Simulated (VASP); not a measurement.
# RbBr (Fm-3m) in VASP: single point with PBE

Aim: the single point of RbBr with PBE.

All numbers are computed with VASP 6.6.1; they aren't measurements. Logs are shortened: lines on timing, memory, paths and dates and some standing lists are left out, and cuts for length are marked.

## 1. The cell of the first run

It takes space group Fm-3m (No. 225, cubic). The conventional cell has a = 7.049 Å, b = 7.049 Å, c = 7.049 Å, α = 90.00°, β = 90.00°, γ = 90.00°. Within 4.6 Å of Rb (site symmetry m-3m) lie 6 Br at 3.52 Å. Within 4.6 Å of Br (site symmetry m-3m) lie 6 Rb at 3.52 Å.

## 2. Single point, PBE (strained)

The input, INCAR:

```
  PREC = Accurate
  ENCUT = 520
  EDIFF = 1E-6
  ISMEAR = 0
  SIGMA = 0.02
  LREAL = F
  LASPH = T
  NELM = 100
  ALGO = Normal
  ISIF = 2
  LWAVE = F
  LCHARG = T
  GGA = PE
  LELF = T
  LVHAR = T
  NBANDS = 15
```

The input, KPOINTS:

```
regular mesh
0
Gamma
  6 6 6
```

The input, POSCAR:

```
RbBr
1.0
    0.0000000000      3.5243611500      3.5243611500
    3.5243611500      0.0000000000      3.5243611500
    3.5243611500      3.5243611500      0.0000000000
Rb Br
1 1
Direct
    0.0000000000      0.0000000000      0.0000000000
    0.5000000000      0.5000000000      0.5000000000
```

Potentials or basis: VASP PAW PBE potentials, release 64 (Rb_sv, Br).

Started as:

```console
> cat potpaw_PBE.64/Rb_sv/POTCAR potpaw_PBE.64/Br/POTCAR > POTCAR
> mpirun -np 1 vasp_std > vasp.out
```

OUTCAR:

```text
PREC = Accurate
   ENCUT = 520
   EDIFF = 1E-6
   ISMEAR = 0
   LREAL = F
   LASPH = T
   NELM = 100
   ISIF = 2
   GGA = PE

 ion  position               nearest neighbor table
   1  0.000  0.000  0.000-   2 3.52   2 3.52   2 3.52   2 3.52   2 3.52   2 3.52
   2  0.500  0.500  0.500-   1 3.52   1 3.52   1 3.52   1 3.52   1 3.52   1 3.52

  LATTYP: Found a face centered cubic cell.
 ALAT       =     7.0487223000

  Lattice vectors:

 A1 = (   0.0000000000,   3.5243611500,   3.5243611500)
 A2 = (   3.5243611500,   0.0000000000,   3.5243611500)
 A3 = (   3.5243611500,   3.5243611500,   0.0000000000)

Analysis of symmetry for initial positions (statically):
=====================================================================
 Subroutine PRICEL returns:
 Original cell was already a primitive cell.

 Routine SETGRP: Setting up the symmetry group for a
 face centered cubic supercell.

 Subroutine GETGRP returns: Found 48 space group operations
 (whereof 48 operations were pure point group operations)
 out of a pool of 48 trial point group operations.

The static configuration has the point symmetry O_h .

Analysis of symmetry for dynamics (positions and initial velocities):
=====================================================================
 Subroutine PRICEL returns:
 Original cell was already a primitive cell.

 Routine SETGRP: Setting up the symmetry group for a
 face centered cubic supercell.

 Subroutine GETGRP returns: Found 48 space group operations
 (whereof 48 operations were pure point group operations)
 out of a pool of 48 trial point group operations.

The dynamic configuration has the point symmetry O_h .

 Subroutine INISYM returns: Found 48 space group operations
 (whereof 48 operations are pure point group operations),
 and found     1 'primitive' translations

----------------------------------------------------------------------------------------

                                     Primitive cell

  volume of cell :      87.5530

  direct lattice vectors                    reciprocal lattice vectors
     0.000000000  3.524361150  3.524361150    -0.141869683  0.141869683  0.141869683
     3.524361150  0.000000000  3.524361150     0.141869683 -0.141869683  0.141869683
     3.524361150  3.524361150  0.000000000     0.141869683  0.141869683 -0.141869683

  length of vectors
     4.984199337  4.984199337  4.984199337     0.245725499  0.245725499  0.245725499

  position of ions in fractional coordinates (direct lattice)
     0.000000000  0.000000000  0.000000000
     0.500000000  0.500000000  0.500000000

[... 78 lines left out ...]
   NELECT =      16.0000    total number of electrons
   NUPDOWN=      -1.0000    fix difference up-down
   EMIN   =  10.00;   EMAX   =-10.00  energy-range for DOS
   EFERMI =   0.00;   METHOD = LEGACY
   ISMEAR =     0;   SIGMA  =   0.02  broadening in eV -4-tet -1-fermi 0-gaus
   EFERMI_NEDOS =   21; number of points for ismear=-14 and -15
   IALGO  =     38    algorithm
   IMIX   =      4    mixing-type and parameters
     AMIX     =   0.40;   BMIX     =  1.00
     AMIX_MAG =   1.60;   BMIX_MAG =  1.00
  volume/ion in A,a.u.               =      43.78       295.42
  Fermi-wavevector in a.u.,A,eV,Ry     =   0.929019  1.755591 11.742857  0.863076
  Thomas-Fermi vector in A             =   2.055257
   LORBIT       =      0    0 simple, 1 ext, 2 COOP (PROOUT), +10 PAW based schemes
   GGA     = PE    functional components
   LHFCALC =     F    Hartree Fock is set to
   AEXX    =    0.0000 exact exchange contribution
   IVDW    =     0    specifies the selected vdW correction
   LEPSILON=     F    determine dielectric tensor
   LRPA    =     F    only Hartree local field effects (RPA)
 non-spin polarized calculation
 Gauss-broadening in eV      SIGMA  =   0.02
  energy-cutoff  :      520.00
  volume of cell :       87.55
 maximum number of plane-waves:      2397
 NGX is ok and might be reduce to    40
   NGX = 19   NGY = 19   NGZ = 19

 number of electron      16.0000000 magnetization

 Free energy of the ion-electron system (eV)
  ---------------------------------------------------
  ext. energy  EPLUGINS =         0.00000000
  ---------------------------------------------------
  free energy    TOTEN  =        -6.11517594 eV

  energy without entropy =       -6.11517594  energy(sigma->0) =       -6.11517594

 E-fermi :  -1.9105     XC(G=0):  -6.9071

 val. band max:       -2.0500472527   @ k =   0.0000   0.0000   0.0000
 cond. band min:       2.1075744260   @ k =   0.0000   0.0000   0.0000
 fundamental gap:      4.1576216787
 Fermi energy:        -1.9104694051

 k-point     1 :       0.0000    0.0000    0.0000
  band No.  band energies     occupation
      1     -26.6493      2.00000
      2     -14.1537      2.00000
      3     -10.7191      2.00000
      4     -10.7191      2.00000
      5     -10.7191      2.00000
      6      -2.0500      2.00000
      7      -2.0500      2.00000
      8      -2.0500      2.00000
      9       2.1076      0.00000
     10       5.1942      0.00000
     11       5.1942      0.00000
     12       5.1942      0.00000
     13       6.0262      0.00000
     14       6.0262      0.00000
[... 257 lines left out ...]
      2     -14.1249      2.00000
      3     -10.8291      2.00000
      4     -10.7901      2.00000
      5     -10.7245      2.00000
      6      -2.4417      2.00000
      7      -2.4019      2.00000
      8      -2.2965      2.00000
      9       4.2525      0.00000
     10       5.4607      0.00000
     11       5.7226      0.00000
     12       6.5554      0.00000
     13       7.6540      0.00000
     14       8.4725      0.00000
     15       8.8449      0.00000

------------------------ aborting loop because EDIFF is reached ----------------------------------------

  FORCE on cell =-STRESS in cart. coord.  units (eV):
  Direction    XX          YY          ZZ          XY          YZ          ZX
  --------------------------------------------------------------------------------------
  -------------------------------------------------------------------------------------
  Total       -0.0743856     -0.0743856     -0.0743856     -0.0000000      0.0000000     -0.0000000
  in kB       -1.3612204     -1.3612204     -1.3612204     -0.0000000      0.0000000     -0.0000000
  external PRESSURE =      -1.3612204 kB  Pullay stress =       0.0000000 kB

 VOLUME and BASIS-vectors are now :
 -----------------------------------------------------------------------------
  energy-cutoff  :      520.00
  volume of cell :       87.55
      direct lattice vectors                 reciprocal lattice vectors
     0.000000000  3.524361150  3.524361150    -0.141869683  0.141869683  0.141869683
     3.524361150  0.000000000  3.524361150     0.141869683 -0.141869683  0.141869683
     3.524361150  3.524361150  0.000000000     0.141869683  0.141869683 -0.141869683

 POSITION                                       TOTAL-FORCE (eV/Angst)
 -----------------------------------------------------------------------------------
      0.00000      0.00000      0.00000        -0.000000      0.000000     -0.000000
      3.52436      3.52436      3.52436         0.000000     -0.000000      0.000000
 -----------------------------------------------------------------------------------
    total drift:                                0.000000     -0.000000     -0.000000

  FREE ENERGIE OF THE ION-ELECTRON SYSTEM (eV)
  ---------------------------------------------------
  free  energy   TOTEN  =        -6.1151759409 eV

  energy  without entropy=       -6.1151759409  energy(sigma->0) =       -6.11517594
```

Wall time 32 s (1 thread of Intel Xeon 8259CL, shared host); peak memory 0.24 GiB.

What came out:

* Free energy: -6.1152 eV
* Pressure: -0.1 GPa
* Band gap on the k mesh: 4.16 eV

Levels at points of the mesh, in eV from the valence-band top:
```tsv
k point	band 5	band 6	band 7	band 8	band 9	band 10	band 11	band 12
(0.00, 0.00, 0.00)	-8.67	0.00	0.00	0.00	4.16	7.24	7.24	7.24
(0.50, 0.00, 0.00)	-8.64	-0.85	-0.29	-0.29	6.59	7.42	9.23	9.23
(0.50, 0.50, 0.00)	-8.72	-0.45	-0.15	-0.15	5.68	6.81	8.78	9.03
```

Caveat: the cell differs from its parent crystal (strained).
